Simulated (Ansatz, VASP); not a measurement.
**CaAlO4 in VASP and in Ansatz**

```xyz
6
Lattice="4.6197 0.0000 0.0000 0.0000 4.6197 0.0000 0.0000 0.0000 4.6197" Properties=species:S:1:pos:R:3 pbc="T T T"
Ca    0.0000    0.0000    0.0000
Al    2.3099    2.3099    2.3099
O     3.3231    3.3231    3.3231
O     1.2966    1.2966    3.3231
O     1.2966    3.3231    1.2966
O     3.3231    1.2966    1.2966
```

Alike in both runs: functional PBE; k mesh 8 × 8 × 8; occupations gaussian, width 0.1 eV; collinear spin.

Ansatz relaxed the structure, and its values are those at the end. VASP's run is a single point on that final structure, the one shown.

|  | VASP | Ansatz |
| --- | --- | --- |
| version | VASP 6.6.1 | Ansatz 0.2.0 |
| potentials or method | VASP PAW PBE potentials, release 64 (Ca_sv, Al, O), cutoff 520 eV | scalar-relativistic, plane waves, PAW |
| valence electrons in the cell | 37 | 37 |

Ansatz gave:

| Property | Result |
| --- | --- |
| gap on the k mesh at the Fermi level (eV) | none |
| pressure (GPa) | 0.0 |
| rms of the force components (eV/Å) | 0.004 |
| net moment per atom (μB) | 0.50 |

Estimate VASP's values.

gap on the k mesh at the Fermi level (eV): none; pressure (GPa): 0.2; rms of the force components (eV/Å): 0.014; net moment per atom (μB): 0.50.

A gap of «none» marks a metal or a gap that the smearing closes.
